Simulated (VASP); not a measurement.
Here is a VASP 6.6.1 calculation.

The input INCAR:

```
PREC = Accurate ; ENCUT = 600
EDIFF = 1E-7 ; ISMEAR = 0
SIGMA = 0.1 ; LREAL = False
LASPH = True ; NELM = 200
ALGO = Normal ; ISIF = 3
LWAVE = False ; LCHARG = False
GGA = PE ; IBRION = 2
NSW = 100 ; EDIFFG = -0.01
GGA_COMPAT = False ; NELMIN = 4
LMAXMIX = 6
```

Contents of KPOINTS:

```
regular mesh
0
Gamma
  18 18 18
```

POSCAR

```
ErO
1.0
    2.9293745835      0.0000000000      0.0000000000
    0.0000000000      2.9293745835      0.0000000000
    0.0000000000      0.0000000000      2.9293745835
Er O
1 1
Direct
    0.5000000000      0.5000000000      0.5000000000
    0.0000000000      0.0000000000      0.0000000000
```

Potentials or basis: VASP PAW PBE potentials, release 64 (Er_3, O), 4f in core.

Launch:

```bash
$ cat potpaw_PBE.64/Er_3/POTCAR potpaw_PBE.64/O/POTCAR > POTCAR
$ mpirun -np 1 vasp_std > vasp.out
```

Question: Predict the band gap on the k mesh.

Answer: Zero (an odd number of electrons rules out a gap without spin polarisation).

Final structure:
```xyz
2
Lattice="2.9294 0.0000 0.0000 0.0000 2.9294 0.0000 0.0000 0.0000 2.9294" Properties=species:S:1:pos:R:3 pbc="T T T"
Er    1.4647    1.4647    1.4647
O     0.0000    0.0000    0.0000
```

Caveat: the relaxation stopped at its first step, so nothing moved; spin-orbit coupling is left out, which moves the levels of the heavy elements; the 4f electrons are frozen in the core, so they carry no moment and show no levels; an odd number of electrons without spin polarisation forces a metal; a magnetic or distorted state may lie lower; the run has no spin polarisation, though such a crystal can be magnetic. With open d or f shells a metallic result of PBE can be an artefact of self-interaction; +U or a hybrid may open a gap.
